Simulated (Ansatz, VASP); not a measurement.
Lu: VASP beside Ansatz

File INCAR:

```
SYSTEM = Lu
ALGO = Normal ; EDIFF = 1E-6
ENCUT = 520 ; GGA = RE
ISIF = 2 ; ISMEAR = -1
LASPH = .TRUE. ; LCHARG = .FALSE.
LREAL = .FALSE. ; LWAVE = .FALSE.
NBANDS = 18 ; NELM = 80
PREC = Accurate ; SIGMA = 0.1
```

Contents of KPOINTS:

```
k-points
0
G
  12 12 12
  0 0 0
```

Contents of POSCAR:

```
Lu
1.0
    0.0000000000      2.5037258939      2.5037258939
    2.5037258939      0.0000000000      2.5037258939
    2.5037258939      2.5037258939      0.0000000000
Lu
1
Direct
    0.0000000000      0.0000000000      0.0000000000
```

Input for Ansatz:

```yaml
crystal:
  lattice:
    - [0.0, 2.5037258939, 2.5037258939]
    - [2.5037258939, 0.0, 2.5037258939]
    - [2.5037258939, 2.5037258939, 0.0]
  atoms:
    - { symbol: Lu, position: [0.0, 0.0, 0.0] }
hamiltonian:
  xc: revpbe
  pseudopotentials:
    kind: paw
    azcp:
      Lu: "pseudopotentials/Lu.paw.azcp"
basis:
  ecutwfc: 420
  fft_grid_basis: typed
kpoints:
  mp_grid: { grid: [12, 12, 12], shift: [0, 0, 0] }
magnetization:
  spin_polarized: false
scf:
  occupations: { method: fermi_dirac, width: 0.1 }
  lower_state_search: "off"
output:
  stress: true
```

Alike in both runs: task single point; functional revPBE; k mesh 12 × 12 × 12; occupations fermi-dirac, width 0.1 eV; no spin polarisation.

|  | VASP | Ansatz |
| --- | --- | --- |
| version | VASP 6.6.1 | Ansatz 0.2.0 |
| potentials or method | VASP PAW PBE potentials, release 64 (Lu), cutoff 520 eV | plane waves (420 eV) with PAW, scalar-relativistic |
| valence electrons in the cell | 25 | 25 |

|  | VASP | Ansatz | Ansatz less VASP |
| --- | --- | --- | --- |
| pressure (GPa) | -1.3 | -1.4 | -0.15 |

VASP's potentials were made for PBE, not for revPBE. The functional is the same, so the differences come from potentials, cutoffs and numerics.

Neither program's run includes spin-orbit coupling.
